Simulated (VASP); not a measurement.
# BP (F-43m) in VASP: further runs, part 2 of 2

VASP 6.6.1. Earlier steps stand in the parts before.

**5. Single point, PBEsol**

This run uses another cell than the first one, of 10.06 Å³/atom.

INCAR

```
PREC = Accurate
ENCUT = 520
EDIFF = 1E-6
ISMEAR = -1
SIGMA = 0.05
LREAL = False
LASPH = True
NELM = 80
ALGO = Normal
ISIF = 2
LWAVE = False
LCHARG = False
GGA = PS
NBANDS = 11
```

KPOINTS

```
Automatic mesh
0
Gamma
  10 10 10
```

POSCAR

```
BP
1.0
    0.0000000000      2.1588377034      2.1588377034
    2.1588377034      0.0000000000      2.1588377034
    2.1588377034      2.1588377034      0.0000000000
P B
1 1
Direct
    0.7500000000      0.7500000000      0.7500000000
    0.0000000000      0.0000000000      0.0000000000
```

Potentials or basis: VASP PAW PBE potentials, release 64 (P, B).

Run with:

```sh
$ cat potpaw_PBE.64/P/POTCAR potpaw_PBE.64/B/POTCAR > POTCAR
$ mpirun -np 1 vasp_std > vasp.out
```

OUTCAR:

```text
PREC = Accurate
   ENCUT = 520
   EDIFF = 1E-6
   ISMEAR = -1
   LREAL = False
   LASPH = True
   NELM = 80
   ISIF = 2
   GGA = PS

 ion  position               nearest neighbor table
   1  0.750  0.750  0.750-   2 1.87   2 1.87   2 1.87   2 1.87
   2  0.000  0.000  0.000-   1 1.87   1 1.87   1 1.87   1 1.87

  LATTYP: Found a face centered cubic cell.
 ALAT       =     4.3176754068

  Lattice vectors:

 A1 = (   0.0000000000,   2.1588377034,   2.1588377034)
 A2 = (   2.1588377034,   0.0000000000,   2.1588377034)
 A3 = (   2.1588377034,   2.1588377034,   0.0000000000)

Analysis of symmetry for initial positions (statically):
=====================================================================
 Subroutine PRICEL returns:
 Original cell was already a primitive cell.

 Routine SETGRP: Setting up the symmetry group for a
 face centered cubic supercell.

 Subroutine GETGRP returns: Found 24 space group operations
 (whereof 24 operations were pure point group operations)
 out of a pool of 48 trial point group operations.

The static configuration has the point symmetry T_d .

Analysis of symmetry for dynamics (positions and initial velocities):
=====================================================================
 Subroutine PRICEL returns:
 Original cell was already a primitive cell.

 Routine SETGRP: Setting up the symmetry group for a
 face centered cubic supercell.

 Subroutine GETGRP returns: Found 24 space group operations
 (whereof 24 operations were pure point group operations)
 out of a pool of 48 trial point group operations.

The dynamic configuration has the point symmetry T_d .

 Subroutine INISYM returns: Found 24 space group operations
 (whereof 24 operations are pure point group operations),
 and found     1 'primitive' translations

----------------------------------------------------------------------------------------

                                     Primitive cell

  volume of cell :      20.1229

  direct lattice vectors                    reciprocal lattice vectors
     0.000000000  2.158837703  2.158837703    -0.231606109  0.231606109  0.231606109
     2.158837703  0.000000000  2.158837703     0.231606109 -0.231606109  0.231606109
     2.158837703  2.158837703  0.000000000     0.231606109  0.231606109 -0.231606109

  length of vectors
     3.053057559  3.053057559  3.053057559     0.401153548  0.401153548  0.401153548

  position of ions in fractional coordinates (direct lattice)
     0.750000000  0.750000000  0.750000000
     0.000000000  0.000000000  0.000000000

  ion indices of the primitive-cell ions
   primitive index   ion index
                 1           1
                 2           2

----------------------------------------------------------------------------------------

 KPOINTS: Automatic mesh

Automatic generation of k-mesh.
 Grid dimensions read from file:
 generate k-points for:   10   10   10

 Generating k-lattice:

  Cartesian coordinates                     Fractional coordinates (reciprocal lattice)
    -0.023160611  0.023160611  0.023160611     0.100000000  0.000000000  0.000000000
     0.023160611 -0.023160611  0.023160611     0.000000000  0.100000000  0.000000000
     0.023160611  0.023160611 -0.023160611     0.000000000  0.000000000  0.100000000

  Length of vectors
     0.040115355  0.040115355  0.040115355

  Shift w.r.t. Gamma in fractional coordinates (k-lattice)
     0.000000000  0.000000000  0.000000000

 Subroutine IBZKPT returns following result:
 ===========================================

 Found     47 irreducible k-points:

 Following reciprocal coordinates:
            Coordinates               Weight
  0.000000  0.000000  0.000000      1.000000
  0.100000  0.000000  0.000000      8.000000
  0.200000  0.000000  0.000000      8.000000
  0.300000  0.000000  0.000000      8.000000
  0.400000  0.000000  0.000000      8.000000
  0.500000  0.000000  0.000000      4.000000
[... 16 lines left out ...]
  0.300000  0.300000  0.000000      6.000000
  0.400000  0.300000  0.000000     24.000000
 [... further k-points ...]
   k-points           NKPTS =     47   k-points in BZ     NKDIM =     47   number of bands    NBANDS=     11
   number of dos      NEDOS =    301   number of ions     NIONS =      2
   total plane-waves  NPLWV =  13824
   dimension x,y,z NGX =    24 NGY =   24 NGZ =   24
   dimension x,y,z NGXF=    48 NGYF=   48 NGZF=   48
   ions per type =               1   1
   NGX,Y,Z   is equivalent  to a cutoff of  13.07, 13.07, 13.07 a.u.
   NGXF,Y,Z  is equivalent  to a cutoff of  26.14, 26.14, 26.14 a.u.
 SYSTEM =  unknown system
   PREC   = accura    normal or accurate (medium, high low for compatibility)
   ISTART =      0    job   : 0-new  1-cont  2-samecut
   ICHARG =      2    charge: 1-file 2-atom 10-const
   ISPIN  =      1    spin polarized calculation?
   LNONCOLLINEAR =      F non collinear calculations
   LSORBIT =      F    spin-orbit coupling
   LASPH  =      T    aspherical Exc in radial PAW
   ENCUT  =  520.0 eV  38.22 Ry    6.18 a.u.   5.68  5.68  5.68*2*pi/ulx,y,z
   NELM   =     80;   NELMIN=  2; NELMDL= -5     # of ELM steps
   EDIFF  = 0.1E-05   stopping-criterion for ELM
   LREAL  =      F    real-space projection
   EDIFFG = 0.1E-04   stopping-criterion for IOM
   NSW    =      0    number of steps for IOM
   IBRION =     -1    ionic relax: 0-MD 1-quasi-New 2-CG
   NFREE  =      0    steps in history (QN), initial steepest desc. (CG)
   ISIF   =      2    stress and relaxation
   ISYM   =      2    0-nonsym 1-usesym 2-fastsym
   POTIM  = 0.5000    time-step for ionic-motion
   TEBEG  =    0.0;   TEEND  =   0.0 temperature during run
   PSTRESS=    0.0 pullay stress
   NELECT =       8.0000    total number of electrons
   NUPDOWN=      -1.0000    fix difference up-down
   EMIN   =  10.00;   EMAX   =-10.00  energy-range for DOS
   EFERMI =   0.00;   METHOD = LEGACY
   ISMEAR =    -1;   SIGMA  =   0.05  broadening in eV -4-tet -1-fermi 0-gaus
   EFERMI_NEDOS =   21; number of points for ismear=-14 and -15
   IALGO  =     38    algorithm
   IMIX   =      4    mixing-type and parameters
     AMIX     =   0.40;   BMIX     =  1.00
     AMIX_MAG =   1.60;   BMIX_MAG =  1.00
  volume/ion in A,a.u.               =      10.06        67.90
  Fermi-wavevector in a.u.,A,eV,Ry     =   1.203764  2.274785 19.715505  1.449049
  Thomas-Fermi vector in A             =   2.339509
   LORBIT       =      0    0 simple, 1 ext, 2 COOP (PROOUT), +10 PAW based schemes
   GGA     = PS    functional components
   LHFCALC =     F    Hartree Fock is set to
   AEXX    =    0.0000 exact exchange contribution
   IVDW    =     0    specifies the selected vdW correction
   LEPSILON=     F    determine dielectric tensor
   LRPA    =     F    only Hartree local field effects (RPA)
 non-spin polarized calculation
  energy-cutoff  :      520.00
  volume of cell :       20.12
 maximum number of plane-waves:       552
   NGX = 11   NGY = 11   NGZ = 11

 number of electron       7.9999999 magnetization

 Free energy of the ion-electron system (eV)
  ---------------------------------------------------
  ext. energy  EPLUGINS =         0.00000000
  ---------------------------------------------------
  free energy    TOTEN  =       -13.42016332 eV

  energy without entropy =      -13.42016228  energy(sigma->0) =      -13.42016280

 E-fermi :   9.6947     XC(G=0): -11.6849

 val. band max:        9.2583279187   @ k =   0.0000   0.0000   0.0000
 cond. band min:      10.1763303972   @ k =   0.5000   0.5000   0.0000
 fundamental gap:      0.9180024785
 Fermi energy:         9.6946625378

 k-point     1 :       0.0000    0.0000    0.0000
  band No.  band energies     occupation
      1      -7.6296      2.00000
      2       9.2583      1.99968
      3       9.2583      1.99968
      4       9.2583      1.99968
      5      12.8898      0.00000
      6      12.8898      0.00000
      7      12.8898      0.00000
      8      18.9459      0.00000
      9      21.6451      0.00000
     10      21.8520      0.00000
     11      21.8520      0.00000
[... 309 lines left out ...]
 k-point    24 :       0.4000    0.3000    0.0000
  band No.  band energies     occupation
      1      -4.2773      2.00000
      2       2.7728      2.00000
      3       4.6044      2.00000
      4       5.2439      2.00000
      5      10.8580      0.00000
      6      12.7051      0.00000
      7      19.6994      0.00000
      8      19.8684      0.00000
      9      25.0124      0.00000
     10      25.4450      0.00000
     11      28.5330      0.00000

 [... further k-points ...]

------------------------ aborting loop because EDIFF is reached ----------------------------------------

  FORCE on cell =-STRESS in cart. coord.  units (eV):
  Direction    XX          YY          ZZ          XY          YZ          ZX
  --------------------------------------------------------------------------------------
  -------------------------------------------------------------------------------------
  Total        3.7934436      3.7934436      3.7934436     -0.0000000     -0.0000000     -0.0000000
  in kB      302.0328862    302.0328862    302.0328862     -0.0000000     -0.0000000     -0.0000000
  external PRESSURE =     302.0328862 kB  Pullay stress =       0.0000000 kB

 VOLUME and BASIS-vectors are now :
 -----------------------------------------------------------------------------
  energy-cutoff  :      520.00
  volume of cell :       20.12
      direct lattice vectors                 reciprocal lattice vectors
     0.000000000  2.158837703  2.158837703    -0.231606109  0.231606109  0.231606109
     2.158837703  0.000000000  2.158837703     0.231606109 -0.231606109  0.231606109
     2.158837703  2.158837703  0.000000000     0.231606109  0.231606109 -0.231606109

 POSITION                                       TOTAL-FORCE (eV/Angst)
 -----------------------------------------------------------------------------------
      3.23826      3.23826      3.23826         0.000000      0.000000      0.000000
      0.00000      0.00000      0.00000        -0.000000     -0.000000     -0.000000
 -----------------------------------------------------------------------------------
    total drift:                               -0.000000     -0.000000     -0.000000

  FREE ENERGIE OF THE ION-ELECTRON SYSTEM (eV)
  ---------------------------------------------------
  free  energy   TOTEN  =       -13.4201633162 eV

  energy  without entropy=      -13.4201622821  energy(sigma->0) =      -13.42016280
```

stdout:

```text
POSCAR found type information on POSCAR P B
 POSCAR found :  2 types and       2 ions
 scaLAPACK will be used
 -----------------------------------------------------------------------------
|                                                                             |
|                                                                             |
|     You enforced a specific xc type in the INCAR file but a different       |
|     I HOPE YOU KNOW WHAT YOU ARE DOING!                                     |
|                                                                             |
 -----------------------------------------------------------------------------

 LDA part: xc-table for (Slater+PW92), standard interpolation
 POSCAR, INCAR and KPOINTS ok, starting setup
 FFT: planning ... GRIDC
 FFT: planning ... GRID_SOFT
 FFT: planning ... GRID
 WAVECAR not read
 entering main loop
```

Run time: 7.3 s. Hardware: 1 thread of Intel Xeon 8259CL, shared host; peak memory 0.13 GiB.

What came out:

```yaml
Free_energy: -13.4202 eV
Pressure: 30.2 GPa
Band_gap_on_the_k_mesh: 0.92 eV (least direct gap 3.63 eV)
```

Caveat: the cell stands under pressure; the PAW data sets were made with another functional, which shifts forces and pressure a little.

**6. Overview**

```csv
level,cell,k mesh,grid for exact exchange (PRECFOCK),share of exact exchange,screening parameter,gap on the mesh (eV),pressure (GPa)
PBE-based screened hybrid with 25 % exact exchange,"a = 3.187 Å, angles 60.0°, 2 atoms",5 × 5 × 5,Normal,0.25,0.3 1/Å,1.76,2.0
PBE-based screened hybrid with 25 % exact exchange,"a = 3.230 Å, angles 60.0°, 2 atoms",5 × 5 × 5,Normal,0.25,0.3 1/Å,1.82,-4.7
PBEsol,"a = 3.093 Å, angles 60.0°, 2 atoms",10 × 10 × 10,-,-,-,0.98,20.2
PBEsol,"a = 3.053 Å, angles 60.0°, 2 atoms",10 × 10 × 10,-,-,-,0.92,30.2
```

Alike in all rows: task single point; potentials or basis VASP PAW PBE potentials, release 64 (P, B); no spin polarisation; cutoff (eV) 520; smearing fermi-dirac 0.05 eV.

Caveats: some runs use coarse meshes; the PAW data sets were made with another functional, which shifts forces and pressure a little; an odd mesh through Γ misses points on the zone boundary, where band edges can lie (at least some runs); the cell stands under pressure (at least some runs).

Absolute energies hang on the potentials; compare differences alone.
